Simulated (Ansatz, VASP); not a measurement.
**One calculation of SnO2, two programs**

```
CELL_PARAMETERS angstrom
4.82770 0.00000 0.01810
0.00000 4.82770 0.00000
0.01214 0.00000 3.23799
ATOMIC_POSITIONS crystal
Sn 0.00000 0.00000 0.00000
Sn 0.50000 0.50000 0.50000
O 0.30661 0.30661 0.00000
O 0.19339 0.80661 0.50000
O 0.69339 0.69339 0.00000
O 0.80661 0.19339 0.50000
```

Change from the starting cell: strain +0.0075 x Voigt [0, 0, 0, 0, 1, 0], atoms carried along.

Alike in both runs: task single point; functional PBE; k mesh 6 × 6 × 8; occupations gaussian, width 0.05 eV; no spin polarisation.

|  | VASP | Ansatz |
| --- | --- | --- |
| version | VASP 6.6.1 | Ansatz 0.2.0 |
| potentials or method | VASP PAW PBE potentials, release 64 (Sn_d, O), cutoff 520 eV | scalar-relativistic, plane waves, PAW |
| valence electrons in the cell | 52 | 52 |

VASP gave:

| Quantity | Value |
| --- | --- |
| gap on the k mesh at the Fermi level (eV) | 0.67 |
| least direct gap on the mesh (eV) | 0.67 |
| pressure (GPa) | 0.6 |
| traceless stress, the component that is largest in VASP (GPa) | -0.74 |
| rms of the force components (eV/Å) | 0.018 |

What did Ansatz give for the same quantities?

gap on the k mesh at the Fermi level (eV): 0.68; least direct gap on the mesh (eV): 0.68; pressure (GPa): 0.0; traceless stress, the component that is largest in VASP (GPa): -0.73; rms of the force components (eV/Å): 0.015.

Atom by atom the forces differ by 0.008 eV/Å (rms over components).
